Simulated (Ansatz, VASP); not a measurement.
# One calculation of N, two programs

```
N
1.0
     5.55956    0.00000    0.00000
     0.00000    5.55956    0.00000
     0.00000    0.00000    5.55956
N
4
Cartesian
  0.0021 0.0021 0.0021
  2.7777 5.5575 2.7818
  2.7818 2.7777 5.5575
  5.5575 2.7818 2.7777
```

Alike in both runs: task single point; functional r2SCAN; k mesh 4 × 4 × 4; occupations gaussian, width 0.02 eV; collinear spin.

```csv
,VASP,Ansatz
version,VASP 6.6.1,Ansatz 0.2.0
potentials or method,"VASP PAW PBE potentials, release 64 (N), cutoff 520 eV","scalar-relativistic, plane waves, PAW"
valence electrons in the cell,20,20
```

|  | VASP | Ansatz | Ansatz less VASP |
| --- | --- | --- | --- |
| gap on the k mesh at the Fermi level (eV) | 4.55 | 4.54 | -0.002 |
| least direct gap on the mesh (eV) | 4.62 | 4.62 | -0.002 |
| pressure (GPa) | -0.1 | 0.0 | +0.12 |
| net moment per atom (μB) | 3.00 | 3.00 | 0.000 |
| size of the moment on the site where the two differ most (μB) | 1.99 | 2.94 | +0.951 |

VASP's potentials were made for PBE, not for r2SCAN. Site moments also hang on the region over which each program counts them. Ansatz's warnings: stability check not made.
